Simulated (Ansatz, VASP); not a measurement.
# Ga: VASP beside Ansatz

Contents of INCAR:

```
  PREC = Accurate
  ENCUT = 520
  EDIFF = 1E-8
  ISMEAR = -1
  SIGMA = 0.08
  LREAL = F
  LASPH = T
  NELM = 60
  ALGO = Normal
  ISIF = 2
  LWAVE = F
  LCHARG = F
  GGA = PE
  LEFG = T
  NBANDS = 20
```

File KPOINTS:

```
regular mesh
0
Gamma
  12 12 10
```

POSCAR

```
Ga
1.0
    1.4548173111     -4.0785050826      0.0000000000
    1.4548173111      4.0785050826      0.0000000000
    0.0000000000      0.0000000000      3.1805316388
Ga
2
Direct
    0.8670000000      0.1330000000      0.2500000000
    0.1330000000      0.8670000000      0.7500000000
```

Input for Ansatz:

```yaml
crystal:
  lattice:
    - [1.4548173111, -4.0785050826, 0.0]
    - [1.4548173111, 4.0785050826, 0.0]
    - [0.0, 0.0, 3.1805316388]
  atoms:
    - { symbol: Ga, position: [0.867, 0.133, 0.25] }
    - { symbol: Ga, position: [0.133, 0.867, 0.75] }
kpoints:
  mp_grid: { grid: [12, 12, 10] }
scf:
  occupations: { method: fermi_dirac, width: 0.08 }
hamiltonian:
  xc: pbe
  pseudopotentials: { kind: all_electron, datasets: crystal }
output:
  forces: true
  stress: true
  eigenvalues: true
  efg: { contact_densities: true }
```

Change from the starting cell: volume scaled by 1.01, crystal datasets.

Alike in both runs: task electric field gradients; functional PBE; k mesh 12 × 12 × 10; occupations fermi-dirac, width 0.08 eV; no spin polarisation.

|  | VASP | Ansatz |
| --- | --- | --- |
| version | VASP 6.6.1 | Ansatz 0.2.0 |
| potentials or method | VASP PAW PBE potentials, release 64 (Ga_d), cutoff 520 eV | all-electron PAW with datasets made for the crystal, scalar-relativistic |

|  | VASP | Ansatz | Ansatz less VASP |
| --- | --- | --- | --- |
| pressure (GPa) | 1.2 | 1.1 | -0.09 |
| traceless stress, the component that is largest in VASP (GPa) | -2.30 | -2.28 | +0.013 |
| rms of the force components (eV/Å) | 0.110 | 0.110 | -0.0007 |
| size of Vzz on the site where it differs most (V/Å²) | 26.5 | 28.2 | +1.71 |

Atom by atom the forces differ by 0.001 eV/Å (rms over components). Ansatz ran all-electron here, and VASP with PAW potentials. Ansatz's warnings: printed levels off.
